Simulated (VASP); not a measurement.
Here is a VASP 6.6.1 calculation.

INCAR

```
SYSTEM = Cu
PREC = Accurate
ENCUT = 520
EDIFF = 1E-6
ISMEAR = 0
SIGMA = 0.15
LREAL = .FALSE.
LASPH = .TRUE.
NELM = 80
ALGO = Fast
ISIF = 2
LWAVE = .FALSE.
LCHARG = .FALSE.
GGA = PS
NBANDS = 12
```

Contents of KPOINTS:

```
Automatic mesh
0
G
  22 22 22
  0 0 0
```

POSCAR

```
Cu
1.0
   -0.0416013458      2.0488885497      1.7816422171
    1.5143958845     -0.0416013458      1.7816422171
    1.4727945388      2.0072872039      0.0000000000
Cu
1
Direct
    0.0000000000      0.0000000000      0.0000000000
```

Potentials or basis: VASP PAW PBE potentials, release 64 (Cu).

Launch:

```bash
$ cat potpaw_PBE.64/Cu/POTCAR > POTCAR
$ mpirun -np 1 vasp_std > vasp.out
```

(1) What does it give for the band gap on the k mesh?

(2) Predict the pressure.

## Answers

(1) zero (an odd number of electrons rules out a gap without spin polarisation).

(2) 8.4 GPa.

Caveat: the cell differs from its parent crystal (engineering shear strain xy -0.0467, strain +e along x and -e along y -0.1500); the stress differs along the axes, from -7 to 20 GPa; the PAW data sets were made with another functional, which shifts forces and pressure a little.
